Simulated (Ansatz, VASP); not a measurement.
# One calculation of Mn, two programs

```xyz
2
Lattice="0.0000 2.5126 2.5126 2.5126 0.0000 2.5126 2.5126 2.5126 0.0000" Properties=species:S:1:pos:R:3 pbc="T T T"
Mn    0.6281    0.6281    0.6281
Mn    4.3970    4.3970    4.3970
```

Alike in both runs: task relaxation of cell and atoms; functional BLYP; k mesh 11 × 11 × 11; occupations fermi-dirac, width 0.05 eV; collinear spin.

```csv
,VASP,Ansatz
version,VASP 6.6.1,Ansatz 0.2.0
potentials or method,"VASP PAW PBE potentials, release 64 (Mn_pv), cutoff 600 eV","plane waves (420 eV) with PAW, scalar-relativistic"
valence electrons in the cell,26,30
```

Ansatz gave:

| Item | Value |
| --- | --- |
| net moment per atom (μB) | 0.00 |
| size of the moment on the site where the two differ most (μB) | 2.09 |
| relaxed volume (Å³/atom) | 17.60 |
| relaxed cell length with the largest relative difference (Å) | 3.679 |

Q: Estimate VASP's values.

A: net moment per atom (μB): 0.00; size of the moment on the site where the two differ most (μB): 2.27; relaxed volume (Å³/atom): 17.70; relaxed cell length with the largest relative difference (Å): 3.686.

VASP's potentials were made for PBE, not for BLYP. Site moments also hang on the region over which each program counts them. VASP's potentials hold 26 valence electrons a cell and Ansatz's 30, so a difference there can come from the potentials and not from the codes.
